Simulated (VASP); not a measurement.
**Sb: electric field gradients with PBE**

The system is Sb.

```
Sb
1.0
     3.12240    0.00000    0.00000
     0.00000    4.34752    0.00000
    -0.03891    0.00000    4.40585
Sb
2
Direct
  0.01139 0.25000 0.24117
  0.98861 0.75000 0.75883
```

```
Program                : VASP 6.6.1
Task                   : electric field gradients
Functional             : PBE
Potentials or basis    : VASP PAW PBE potentials, release 64 (Sb)
Cutoff                 : 400 eV
k mesh                 : 9 × 6 × 6
Occupations            : fermi-dirac, width 0.05 eV
Spin                   : no spin polarisation
Dipole correction      : no
Further INCAR settings : ALGO = Normal; EDIFF = 1e-08; NBANDS = 12
```

```yaml
Pressure: 0.4 GPa
Largest_force: 0.061 eV/Å
Band_gap_on_the_k_mesh: zero (band 5 reaches 12.22 eV, above the bottom of band 6 at 3.89 eV)
```

Forces in eV/Å, atoms in the order of the input:
```
Sb  -0.028  0.000  0.055
Sb   0.028  0.000 -0.055
```

Stress tensor (GPa, compression positive):
```
0.68 0.00 0.08
0.00 0.14 0.00
0.08 0.00 0.41
```

Levels at points of the mesh, in eV from the Fermi level:
```csv
k point,band 1,band 2,band 3,band 4,band 5,band 6,band 7,band 8,band 9,band 10
"(0.00, 0.00, 0.00)",-12.51,-7.44,-3.70,-3.57,2.00,2.97,3.19,3.33,6.56,6.86
"(0.00, 0.50, 0.00)",-10.71,-10.71,-1.56,-1.56,-0.97,-0.97,4.65,4.65,8.04,8.04
"(0.00, 0.00, 0.50)",-10.95,-10.53,-1.65,-1.13,-1.00,-0.85,4.43,4.81,7.71,7.89
"(0.00, 0.50, 0.50)",-10.06,-10.06,-5.69,-5.69,4.98,4.98,5.25,5.25,8.84,8.84
```

Electric field gradients, principal values (V/Å²):
```csv
atom,least,middle,greatest (by size)
1 Sb,-1.256,-2.604,3.859
2 Sb,-1.256,-2.604,3.859
```

It used 27 s of CPU time on 1 thread of AMD EPYC 7R13 Processor (Zen 3), on a shared host.

Caveat: without QUAD_EFG the Cq values of the log hold for a quadrupole moment of 1 mb, not for the nuclei; spin-orbit coupling is left out, which moves the levels of the heavy elements.
